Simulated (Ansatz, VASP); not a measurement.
**RbCl: VASP beside Ansatz**

```
Rb Cl
1.0
     0.00000    3.30573    3.30573
     3.30573    0.00000    3.30573
     3.30573    3.30573    0.00000
Rb Cl
1 1
Direct
  0.00000 0.00000 0.00000
  0.50000 0.50000 0.50000
```

Alike in both runs: task single point; functional HSE06; k mesh 4 × 4 × 4; no spin polarisation.

```csv
,VASP,Ansatz
version,VASP 6.6.1,Ansatz 0.2.0
potentials or method,"VASP PAW PBE potentials, release 64 (Rb_sv, Cl)","plane waves, PAW"
plane-wave cutoff (eV),400,420
occupations,"gaussian, width 0.01 eV",fixed
valence electrons in the cell,16,16
```

|  | VASP | Ansatz | Ansatz less VASP |
| --- | --- | --- | --- |
| gap on the k mesh at the Fermi level (eV) | 6.25 | 6.25 | +0.002 |
| pressure (GPa) | 0.3 | 0.3 | 0.00 |

Ansatz's warnings: stress exchange threshold loose, stress scf threshold loose.
